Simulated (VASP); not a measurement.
Set up this calculation in VASP 6.6.1, as the native input.

| Item | Value |
| --- | --- |
| Task | single point |
| Functional | PBE |
| Potentials or basis | VASP PAW PBE potentials, release 64 (Ba_sv, Y_sv) |
| Cutoff | 520 eV |
| k mesh | 6 × 6 × 6 |
| Occupations | fermi-dirac, width 0.05 eV |
| Spin | no spin polarisation |
| Dipole correction | no |
| Further INCAR settings | ALGO = Normal; EDIFF = 1e-06; NBANDS = 18 |

The structure of BaY lies in POSCAR:

```
BaY
1.0
    4.4114878979      0.0000000000      0.0000000000
    0.0000000000      4.4114878979      0.0000000000
    0.0000000000      0.0000000000      4.4114878979
Ba Y
1 1
Direct
    0.0000000000      0.0000000000      0.0000000000
    0.5000000000      0.5000000000      0.5000000000
```

The input as run:

INCAR

```
SYSTEM = BaY
  PREC = Accurate
  ENCUT = 520
  EDIFF = 1E-6
  ISMEAR = -1
  SIGMA = 0.05
  LREAL = .False.
  LASPH = .True.
  NELM = 100
  ALGO = Normal
  ISIF = 2
  LWAVE = .False.
  LCHARG = .False.
  GGA = PE
  NBANDS = 18
```

KPOINTS

```
regular mesh
0
Gamma
  6 6 6
  0 0 0
```

Potentials or basis: VASP PAW PBE potentials, release 64 (Ba_sv, Y_sv).

Launch:

```sh
$ cat potpaw_PBE.64/Ba_sv/POTCAR potpaw_PBE.64/Y_sv/POTCAR > POTCAR
$ mpirun -np 1 vasp_std > vasp.out
```

Results of the run:

| Quantity | Value |
| --- | --- |
| Pressure | 0.2 GPa |

Wall time 37 s on 1 thread of Intel Xeon 6975P-C (shared host), peak memory 0.23 GiB.
